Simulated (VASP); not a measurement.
A run of VASP 6.6.1:

INCAR

```
SYSTEM = AlNi
PREC = Accurate
ENCUT = 520
EDIFF = 1E-7
ISMEAR = -1
SIGMA = 0.1
LREAL = .FALSE.
LASPH = .TRUE.
NELM = 150
ALGO = Normal
ISIF = 2
LWAVE = .FALSE.
LCHARG = .FALSE.
ISPIN = 2
MAGMOM = 0 0 3 3
LORBIT = 11
LMAXMIX = 4
LDAU = .TRUE.
LDAUTYPE = 2
LDAUL = -1 2
LDAUU = 0 4.1
LDAUJ = 0 0
LDAUPRINT = 1
GGA = PE
NBANDS = 25
```

Contents of KPOINTS:

```
regular mesh
0
G
  9 5 9
  0 0 0
```

File POSCAR:

```
AlNi
1.0
    2.8810000000      0.0000000000      0.0000000000
    0.0000000000      5.7620000000      0.0000000000
    0.0000000000      0.0000000000      2.8810000000
Al Ni
2 2
Direct
    0.0000000000      0.0000000000      0.0000000000
    0.0000000000      0.5000000000      0.0000000000
    0.5000000000      0.2500000000      0.5000000000
    0.5000000000      0.7500000000      0.5000000000
```

Potentials or basis: VASP PAW PBE potentials, release 64 (Al, Ni).

The run is started by

```bash
$ cat potpaw_PBE.64/Al/POTCAR potpaw_PBE.64/Ni/POTCAR > POTCAR
$ mpirun -np 1 vasp_std > vasp.out
```

Hardware: 1 thread of Intel(R) Xeon(R) Platinum 8259CL CPU @ 2.50GHz (Skylake/Cascade Lake) (shared host).

Q: Estimate the wall time of this run.

A: Run time: 88 s on 1 thread of Intel(R) Xeon(R) Platinum 8259CL CPU @ 2.50GHz (Skylake/Cascade Lake), on a shared host, peak memory 0.24 GiB. Counts: scf iterations 17, k points 45.
